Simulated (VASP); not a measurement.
Write the native input for VASP 6.6.1 that does the following.

```yaml
Task: electric field gradients
Functional: PBEsol
Potentials_or_basis: VASP PAW PBE potentials, release 64 (Sb)
Cutoff: 520 eV
k_mesh: 14 × 14 × 14
Occupations: fermi-dirac, width 0.03 eV
Spin: no spin polarisation
Dipole_correction: no
Further_INCAR_settings: ALGO = Normal; EDIFF = 1e-08; NBANDS = 8
```

The structure of Sb lies in POSCAR:

```
Sb
1.0
    0.0000000000      2.2589000000      2.3050000000
    2.2589000000      0.0000000000      2.3050000000
    2.2589000000      2.2589000000      0.0000000000
Sb
1
Direct
    0.0000000000      0.0000000000      0.0000000000
```

This cell differs from its parent crystal: equal xx and yy strain of -2 %.

The input as run:

INCAR

```
ALGO = Normal
EDIFF = 1E-8
ENCUT = 520
GGA = PS
ISIF = 2
ISMEAR = -1
LASPH = True
LCHARG = False
LEFG = True
LREAL = False
LWAVE = False
NBANDS = 8
NELM = 100
PREC = Accurate
SIGMA = 0.03
```

KPOINTS

```
k-points
0
Gamma
  14 14 14
```

Potentials or basis: VASP PAW PBE potentials, release 64 (Sb).

Command:

```console
$ cat potpaw_PBE.64/Sb/POTCAR > POTCAR
$ mpirun -np 1 vasp_std > vasp.out
```

It gave:

```json
{"Pressure": "9.2 GPa"}
```

Caveat: the cell differs from its parent crystal (equal xx and yy strain of -2 %); without QUAD_EFG the Cq values of the log hold for a quadrupole moment of 1 mb, not for the nuclei; the PAW data sets were made with another functional, which shifts forces and pressure a little.

It took 22 s on 1 thread of AMD EPYC 7R13 (shared host), peak memory 0.17 GiB.
